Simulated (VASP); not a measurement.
# InSe (P6_3/mmc) in VASP: notebook

InSe is run at these levels: PBEsol; tasks: single point.

Program: VASP 6.6.1. These are calculated values, not measurements. Logs are shortened: lines on timing, memory, paths and dates and some standing lists are left out, and cuts for length are marked.

## 1. The cell of the first run

Symmetry: P6_3/mmc, No. 194, hexagonal system. The conventional cell has a = 4.006 Å, b = 4.006 Å, c = 17.002 Å, α = 90.00°, β = 90.00°, γ = 120.00°. In (site symmetry 3m) has 1 In at 2.58 Å and 3 Se at 2.61 Å within 3.4 Å. Se (site symmetry 3m) has 3 In at 2.61 Å within 3.4 Å.

## 2. Single point, PBEsol (atoms displaced along a vibrational mode)

Contents of INCAR:

```
SYSTEM = InSe
PREC = Accurate
ENCUT = 520
EDIFF = 1E-6
ISMEAR = 0
SIGMA = 0.05
LREAL = .False.
LASPH = .True.
NELM = 100
ALGO = Normal
ISIF = 2
LWAVE = .False.
LCHARG = .False.
GGA = PS
NBANDS = 48
```

Contents of KPOINTS:

```
Automatic mesh
0
Gamma
  12 12 2
  0 0 0
```

Contents of POSCAR:

```
InSe
1.0
    4.0058502099      0.0000000000      0.0000000000
   -2.0029251050      3.4691680455      0.0000000000
    0.0000000000      0.0000000000     17.0021652134
In Se
4 4
Direct
    0.3333333333      0.6666666667      0.1739881087
    0.6666666667      0.3333333333      0.6739881087
    0.3333333333      0.6666666667      0.3260118913
    0.6666666667      0.3333333333      0.8260118913
    0.3333333333      0.6666666667      0.6034211768
    0.6666666667      0.3333333333      0.1034211768
    0.3333333333      0.6666666667      0.8965788232
    0.6666666667      0.3333333333      0.3965788232
```

Potentials or basis: VASP PAW PBE potentials, release 64 (In_d, Se).

On the command line:

```console
> cat potpaw_PBE.64/In_d/POTCAR potpaw_PBE.64/Se/POTCAR > POTCAR
> mpirun -np 1 vasp_std > vasp.out
```

OUTCAR:

```text
SYSTEM = InSe
   PREC = Accurate
   ENCUT = 520
   EDIFF = 1E-6
   ISMEAR = 0
   LREAL = .False.
   LASPH = .True.
   NELM = 100
   ISIF = 2
   GGA = PS

 ion  position               nearest neighbor table
   1  0.333  0.667  0.174-   3 2.58   6 2.61   6 2.61   6 2.61
   2  0.667  0.333  0.674-   4 2.58   5 2.61   5 2.61   5 2.61
   3  0.333  0.667  0.326-   1 2.58   8 2.61   8 2.61   8 2.61
   4  0.667  0.333  0.826-   2 2.58   7 2.61   7 2.61   7 2.61
   5  0.333  0.667  0.603-   2 2.61   2 2.61   2 2.61
   6  0.667  0.333  0.103-   1 2.61   1 2.61   1 2.61
   7  0.333  0.667  0.897-   4 2.61   4 2.61   4 2.61
   8  0.667  0.333  0.397-   3 2.61   3 2.61   3 2.61

  LATTYP: Found a hexagonal cell.
 ALAT       =     4.0058502099
 C/A-ratio  =     4.2443337425

  Lattice vectors:

 A1 = (   4.0058502099,   0.0000000000,   0.0000000000)
 A2 = (  -2.0029251050,   3.4691680455,   0.0000000000)
 A3 = (   0.0000000000,   0.0000000000,  17.0021652134)

Analysis of symmetry for initial positions (statically):
=====================================================================
 Subroutine PRICEL returns:
 Original cell was already a primitive cell.

 Routine SETGRP: Setting up the symmetry group for a
 hexagonal supercell.

 Subroutine GETGRP returns: Found 24 space group operations
 (whereof 12 operations were pure point group operations)
 out of a pool of 24 trial point group operations.

The static configuration has the point symmetry D_3d.
 The point group associated with its full space group is D_6h.

Analysis of symmetry for dynamics (positions and initial velocities):
=====================================================================
 Subroutine PRICEL returns:
 Original cell was already a primitive cell.

 Routine SETGRP: Setting up the symmetry group for a
 hexagonal supercell.

 Subroutine GETGRP returns: Found 24 space group operations
 (whereof 12 operations were pure point group operations)
 out of a pool of 24 trial point group operations.

The dynamic configuration has the point symmetry D_3d.
 The point group associated with its full space group is D_6h.

 Subroutine INISYM returns: Found 24 space group operations
 (whereof 12 operations are pure point group operations),
 and found     1 'primitive' translations

----------------------------------------------------------------------------------------

                                     Primitive cell

  volume of cell :     236.2785

  direct lattice vectors                    reciprocal lattice vectors
     4.005850210  0.000000000  0.000000000     0.249634896  0.144126774  0.000000000
    -2.002925105  3.469168046  0.000000000     0.000000000  0.288253549  0.000000000
     0.000000000  0.000000000 17.002165213     0.000000000  0.000000000  0.058816038

  length of vectors
     4.005850210  4.005850210 17.002165213     0.288253549  0.288253549  0.058816038

  position of ions in fractional coordinates (direct lattice)
     0.333333333  0.666666667  0.173988109
     0.666666667  0.333333333  0.673988109
     0.333333333  0.666666667  0.326011891
     0.666666667  0.333333333  0.826011891
     0.333333333  0.666666667  0.603421177
     0.666666667  0.333333333  0.103421177
     0.333333333  0.666666667  0.896578823
     0.666666667  0.333333333  0.396578823

  ion indices of the primitive-cell ions
   primitive index   ion index
                 1           1
                 2           2
                 3           3
                 4           4
                 5           5
                 6           6
                 7           7
                 8           8

----------------------------------------------------------------------------------------

 KPOINTS: Automatic mesh

Automatic generation of k-mesh.
 Grid dimensions read from file:
 generate k-points for:   12   12    2

 Generating k-lattice:

  Cartesian coordinates                     Fractional coordinates (reciprocal lattice)
     0.020802908  0.012010565  0.000000000     0.083333333  0.000000000  0.000000000
     0.000000000  0.024021129  0.000000000     0.000000000  0.083333333  0.000000000
     0.000000000  0.000000000  0.029408019     0.000000000  0.000000000  0.500000000

  Length of vectors
     0.024021129  0.024021129  0.029408019

  Shift w.r.t. Gamma in fractional coordinates (k-lattice)
     0.000000000  0.000000000  0.000000000

 Subroutine IBZKPT returns following result:
 ===========================================

 Found     38 irreducible k-points:

 Following reciprocal coordinates:
            Coordinates               Weight
  0.000000  0.000000  0.000000      1.000000
  0.083333  0.000000  0.000000      6.000000
  0.166667  0.000000  0.000000      6.000000
  0.250000  0.000000  0.000000      6.000000
  0.333333  0.000000  0.000000      6.000000
  0.416667  0.000000  0.000000      6.000000
[... 16 lines left out ...]
  0.250000  0.000000  0.500000      6.000000
[... 42 lines left out ...]
  Fermi-wavevector in a.u.,A,eV,Ry     =   1.121686  2.119679 17.118569  1.258179
  Thomas-Fermi vector in A             =   2.258341
   LORBIT       =      0    0 simple, 1 ext, 2 COOP (PROOUT), +10 PAW based schemes
   GGA     = PS    functional components
   LHFCALC =     F    Hartree Fock is set to
   AEXX    =    0.0000 exact exchange contribution
   IVDW    =     0    specifies the selected vdW correction
   LEPSILON=     F    determine dielectric tensor
   LRPA    =     F    only Hartree local field effects (RPA)
 non-spin polarized calculation
 Gauss-broadening in eV      SIGMA  =   0.05
  energy-cutoff  :      520.00
  volume of cell :      236.28
 maximum number of plane-waves:      6408
 NGX is ok and might be reduce to    30
   NGX = 15   NGY = 15   NGZ = 63

 number of electron      75.9999984 magnetization

 Free energy of the ion-electron system (eV)
  ---------------------------------------------------
  ext. energy  EPLUGINS =         0.00000000
  ---------------------------------------------------
  free energy    TOTEN  =       -30.84367042 eV

  energy without entropy =      -30.84367042  energy(sigma->0) =      -30.84367042

 E-fermi :   4.0555     XC(G=0):  -8.9448

 val. band max:        3.8139284091   @ k =   0.0000   0.0000   0.0000
 cond. band min:       4.3675885350   @ k =   0.0000   0.0000   0.0000
 fundamental gap:      0.5536601259
 Fermi energy:         4.0554880258

 k-point     1 :       0.0000    0.0000    0.0000
  band No.  band energies     occupation
      1     -11.2135      2.00000
      2     -11.2132      2.00000
      3     -10.8721      2.00000
      4     -10.8721      2.00000
      5     -10.8720      2.00000
      6     -10.8720      2.00000
[... 40 lines left out ...]
     47       9.3236      0.00000
     48       9.3244      0.00000

 k-point     2 :       0.0833    0.0000    0.0000
  band No.  band energies     occupation
      1     -11.2113      2.00000
      2     -11.2111      2.00000
      3     -10.9021      2.00000
      4     -10.9002      2.00000
      5     -10.8724      2.00000
      6     -10.8722      2.00000
[... 40 lines left out ...]
     47       8.9800      0.00000
     48       9.2010      0.00000

 k-point     3 :       0.1667    0.0000    0.0000
  band No.  band energies     occupation
      1     -11.2063      2.00000
      2     -11.2060      2.00000
      3     -10.9738      2.00000
      4     -10.9689      2.00000
      5     -10.8735      2.00000
      6     -10.8734      2.00000
[... 40 lines left out ...]
     47       8.4361      0.00000
     48       8.7591      0.00000

 k-point     4 :       0.2500    0.0000    0.0000
  band No.  band energies     occupation
      1     -11.2017      2.00000
      2     -11.2015      2.00000
      3     -11.0514      2.00000
      4     -11.0452      2.00000
      5     -10.9083      2.00000
      6     -10.9008      2.00000
[... 958 lines left out ...]
     47       8.5972      0.00000
     48       8.5972      0.00000

 k-point    23 :       0.2500    0.0000    0.5000
  band No.  band energies     occupation
      1     -11.2016      2.00000
      2     -11.2016      2.00000
      3     -11.0484      2.00000
      4     -11.0484      2.00000
      5     -10.9044      2.00000
      6     -10.9044      2.00000
[... 40 lines left out ...]
     47       8.3320      0.00000
     48       8.3320      0.00000

 k-point    24 :       0.3333    0.0000    0.5000
  band No.  band energies     occupation
      1     -11.2041      2.00000
      2     -11.2041      2.00000
      3     -11.1056      2.00000
      4     -11.1056      2.00000
      5     -10.9753      2.00000
      6     -10.9753      2.00000
[... 40 lines left out ...]
     47       8.3767      0.00000
     48       8.3767      0.00000

 [... further k-points ...]
[... 5 lines left out ...]
  --------------------------------------------------------------------------------------
  -------------------------------------------------------------------------------------
  Total        2.5256870      2.5256870     10.0022619     -0.0000000     -0.0000000     -0.0000000
  in kB       17.1263901     17.1263901     67.8241767     -0.0000000     -0.0000000     -0.0000000
  external PRESSURE =      34.0256523 kB  Pullay stress =       0.0000000 kB

 VOLUME and BASIS-vectors are now :
 -----------------------------------------------------------------------------
  energy-cutoff  :      520.00
  volume of cell :      236.28
      direct lattice vectors                 reciprocal lattice vectors
     4.005850210  0.000000000  0.000000000     0.249634896  0.144126774  0.000000000
    -2.002925105  3.469168046  0.000000000     0.000000000  0.288253549  0.000000000
     0.000000000  0.000000000 17.002165213     0.000000000  0.000000000  0.058816038

 POSITION                                       TOTAL-FORCE (eV/Angst)
 -----------------------------------------------------------------------------------
     -0.00000      2.31278      2.95817        -0.000000     -0.000000     -0.842186
      2.00293      1.15639     11.45926        -0.000000      0.000000     -0.842186
     -0.00000      2.31278      5.54291        -0.000000     -0.000000      0.842186
      2.00293      1.15639     14.04399         0.000000      0.000000      0.842186
     -0.00000      2.31278     10.25947         0.000000     -0.000000     -0.621953
      2.00293      1.15639      1.75838        -0.000000      0.000000     -0.621953
     -0.00000      2.31278     15.24378         0.000000     -0.000000      0.621953
      2.00293      1.15639      6.74270        -0.000000      0.000000      0.621953
 -----------------------------------------------------------------------------------
    total drift:                               -0.000000      0.000000      0.000000

  FREE ENERGIE OF THE ION-ELECTRON SYSTEM (eV)
  ---------------------------------------------------
  free  energy   TOTEN  =       -30.8436704167 eV

  energy  without entropy=      -30.8436704167  energy(sigma->0) =      -30.84367042
```

It took 5 min on 1 thread of Intel Xeon 6975P-C (Granite Rapids), shared host; peak memory 0.52 GiB.

What came out:

```
Free energy            : -30.8437 eV
Pressure               : 3.4 GPa
Largest force          : 0.842 eV/Å
Band gap on the k mesh : 0.55 eV
```

Forces on the atoms (eV/Å):
```
In   0.000  0.000 -0.842
In   0.000  0.000 -0.842
In   0.000  0.000  0.842
In   0.000  0.000  0.842
Se   0.000  0.000 -0.622
Se   0.000  0.000 -0.622
Se   0.000  0.000  0.622
Se   0.000  0.000  0.622
```

Levels at points of the mesh, in eV from the valence-band top:
```tsv
k point	band 35	band 36	band 37	band 38	band 39	band 40	band 41	band 42
(0.00, 0.00, 0.00)	-1.23	-1.22	-1.22	0.00	0.55	1.39	1.97	2.08
(0.50, 0.00, 0.00)	-2.20	-2.07	-1.95	-1.54	1.27	1.61	1.73	2.08
(0.00, 0.00, 0.50)	-1.25	-1.25	-0.71	-0.71	1.11	1.11	2.02	2.02
(0.50, 0.00, 0.50)	-2.23	-2.23	-1.74	-1.74	1.48	1.48	1.86	1.86
```

Caveat: the cell differs from its parent crystal (atoms displaced along a vibrational mode); the stress differs along the axes, from 2 to 7 GPa; semilocal functionals underestimate gaps, and a narrow one can read as zero; the PAW data sets were made with another functional, which shifts forces and pressure a little; spin-orbit coupling is left out, which moves the levels of the heavy elements; this functional lacks dispersion, which binds layers or chains, so the pressure and a relaxed spacing across them are unreliable.

## 3. Single point, PBEsol (atoms displaced along a vibrational mode)

Contents of INCAR:

```
PREC     = Accurate       # precision mode
ENCUT    = 520            # plane-wave cutoff, eV
EDIFF    = 1E-6           # SCF threshold, eV
ISMEAR   = 0              # smearing method
SIGMA    = 0.05           # smearing width, eV
LREAL    = F              # projectors in reciprocal space
LASPH    = T              # aspherical terms in the spheres
NELM     = 80             # most SCF steps
ALGO     = Normal         # electronic algorithm
ISIF     = 2              # what is computed and relaxed
LWAVE    = F              # write WAVECAR
LCHARG   = F              # write CHGCAR
GGA      = PS             # functional
NBANDS   = 48             # bands
```

Contents of KPOINTS:

```
regular mesh
0
Gamma
  12 12 2
```

Contents of POSCAR:

```
InSe
1.0
    4.0058502099      0.0000000000      0.0000000000
   -2.0029251050      3.4691680455      0.0000000000
    0.0000000000      0.0000000000     17.0021652134
In Se
4 4
Direct
    0.3333333333      0.6666666667      0.1715697283
    0.6666666667      0.3333333333      0.6715697283
    0.3333333333      0.6666666667      0.3284302717
    0.6666666667      0.3333333333      0.8284302717
    0.3333333333      0.6666666667      0.5990099739
    0.6666666667      0.3333333333      0.0990099739
    0.3333333333      0.6666666667      0.9009900261
    0.6666666667      0.3333333333      0.4009900261
```

Potentials or basis: VASP PAW PBE potentials, release 64 (In_d, Se).

On the command line:

```console
> cat potpaw_PBE.64/In_d/POTCAR potpaw_PBE.64/Se/POTCAR > POTCAR
> mpirun -np 1 vasp_std > vasp.out
```

Wall time 11 min (1 thread of AMD EPYC 7R13, shared host); peak memory 0.51 GiB.

Results (log left out):

| Property | Result |
| --- | --- |
| Free energy | -31.0871 eV |
| Pressure | 1.8 GPa |
| Largest force | 0.364 eV/Å |
| Band gap on the k mesh | 0.50 eV |

Forces on the atoms (eV/Å):
```
In   0.000  0.000 -0.364
In   0.000  0.000 -0.364
In   0.000  0.000  0.364
In   0.000  0.000  0.364
Se   0.000  0.000 -0.361
Se   0.000  0.000 -0.361
Se   0.000  0.000  0.361
Se   0.000  0.000  0.361
```

Stress tensor (GPa, compression positive):
```
0.94 0.00 0.00
0.00 0.94 0.00
0.00 0.00 3.53
```

Levels at points of the mesh, in eV from the valence-band top:
```csv
k point,band 34,band 35,band 36,band 37,band 38,band 39,band 40,band 41,band 42,band 43
"(0.00, 0.00, 0.00)",-1.26,-1.26,-1.16,-1.16,0.00,0.50,1.49,2.01,2.08,4.13
"(0.50, 0.00, 0.00)",-2.29,-2.11,-2.09,-1.98,-1.49,1.25,1.45,1.79,2.03,3.53
"(0.00, 0.00, 0.50)",-1.19,-1.19,-1.19,-0.78,-0.78,1.15,1.15,2.04,2.04,4.17
"(0.50, 0.00, 0.50)",-2.27,-2.18,-2.18,-1.73,-1.73,1.48,1.48,1.75,1.75,3.63
```

Caveat: the cell differs from its parent crystal (atoms displaced along a vibrational mode); semilocal functionals underestimate gaps, and a narrow one can read as zero; the PAW data sets were made with another functional, which shifts forces and pressure a little; spin-orbit coupling is left out, which moves the levels of the heavy elements; this functional lacks dispersion, which binds layers or chains, so the pressure and a relaxed spacing across them are unreliable.

## 4. Single point, PBEsol (atoms displaced along a vibrational mode)

Contents of INCAR:

```
SYSTEM = InSe
PREC     = Accurate       ! precision mode
ENCUT    = 520            ! plane-wave cutoff, eV
EDIFF    = 1E-7           ! SCF threshold, eV
ISMEAR   = 0              ! smearing method
SIGMA    = 0.05           ! smearing width, eV
LREAL    = .False.        ! projectors in reciprocal space
LASPH    = .True.         ! aspherical terms in the spheres
NELM     = 60             ! most SCF steps
ALGO     = Normal         ! electronic algorithm
ISIF     = 2              ! what is computed and relaxed
LWAVE    = .False.        ! write WAVECAR
LCHARG   = .True.         ! write CHGCAR
GGA      = PS             ! functional
LELF     = .True.         ! ELF
LVHAR    = .True.       
NBANDS   = 48             ! bands
```

Contents of KPOINTS:

```
Automatic mesh
0
Gamma
  12 12 2
  0 0 0
```

Contents of POSCAR:

```
InSe
1.0
    4.0058502099      0.0000000000      0.0000000000
   -2.0029251050      3.4691680455      0.0000000000
    0.0000000000      0.0000000000     17.0021652134
In Se
4 4
Direct
    0.3333333333      0.6666666667      0.1667329675
    0.6666666667      0.3333333333      0.6667329675
    0.3333333333      0.6666666667      0.3332670325
    0.6666666667      0.3333333333      0.8332670325
    0.3333333333      0.6666666667      0.5901875682
    0.6666666667      0.3333333333      0.0901875682
    0.3333333333      0.6666666667      0.9098124318
    0.6666666667      0.3333333333      0.4098124318
```

On the command line:

```console
> cat potpaw_PBE.64/In_d/POTCAR potpaw_PBE.64/Se/POTCAR > POTCAR
> mpirun -np 1 vasp_std > vasp.out
```

It took 13 min on 1 thread of AMD EPYC 7R13, shared host; peak memory 0.5 GiB.

It converged, with:

* Free energy: -31.1745 eV
* Pressure: -0.7 GPa
* Largest force: 0.148 eV/Å
* Band gap on the k mesh: 0.38 eV

Forces on the atoms (eV/Å):
```
In   0.000  0.000  0.129
In   0.000  0.000  0.129
In   0.000  0.000 -0.129
In   0.000  0.000 -0.129
Se   0.000  0.000  0.148
Se   0.000  0.000  0.148
Se   0.000  0.000 -0.148
Se   0.000  0.000 -0.148
```

Stress tensor (GPa, compression positive):
```
-0.31  0.00  0.00
 0.00 -0.31  0.00
 0.00  0.00 -1.39
```

Levels at points of the mesh, in eV from the valence-band top:
```
           k point  band 34  band 35  band 36  band 37  band 38  band 39  band 40  band 41  band 42  band 43
(0.00, 0.00, 0.00)    -1.06    -1.06    -0.99    -0.99     0.00     0.38     1.76     2.12     2.17     4.35
(0.50, 0.00, 0.00)    -2.08    -2.06    -2.01    -1.90    -1.32     1.10     1.22     1.93     1.94     3.21
(0.00, 0.00, 0.50)    -1.02    -1.02    -1.02    -0.91    -0.91     1.24     1.24     2.17     2.17     4.41
(0.50, 0.00, 0.50)    -2.27    -1.97    -1.97    -1.66    -1.66     1.44     1.44     1.59     1.59     3.47
```

Caveat: the cell differs from its parent crystal (atoms displaced along a vibrational mode); semilocal functionals underestimate gaps, and a narrow one can read as zero; the PAW data sets were made with another functional, which shifts forces and pressure a little; spin-orbit coupling is left out, which moves the levels of the heavy elements; this functional lacks dispersion, which binds layers or chains, so the pressure and a relaxed spacing across them are unreliable.

## 5. Summary

| cell | gap on the mesh (eV) | pressure (GPa) | largest force (eV/Å) |
| --- | --- | --- | --- |
| as given, atomic positions A | 0.55 | 3.4 | 0.84 |
| as given, atomic positions B | 0.50 | 1.8 | 0.36 |
| as given, atomic positions C | 0.38 | -0.7 | 0.15 |

Alike in all rows: task single point; level PBEsol; potentials or basis VASP PAW PBE potentials, release 64 (In_d, Se); no spin polarisation; k mesh 12 × 12 × 2; cutoff (eV) 520; smearing gaussian 0.05 eV.

Caveats: semilocal functionals underestimate gaps, and a narrow one can read as zero; the PAW data sets were made with another functional, which shifts forces and pressure a little; spin-orbit coupling is left out, which moves the levels of the heavy elements; this functional lacks dispersion, which binds layers or chains, so the pressure and a relaxed spacing across them are unreliable; the stress differs along the axes, from 2 to 7 GPa (at least some runs).

Absolute energies hang on the potentials; compare differences alone.
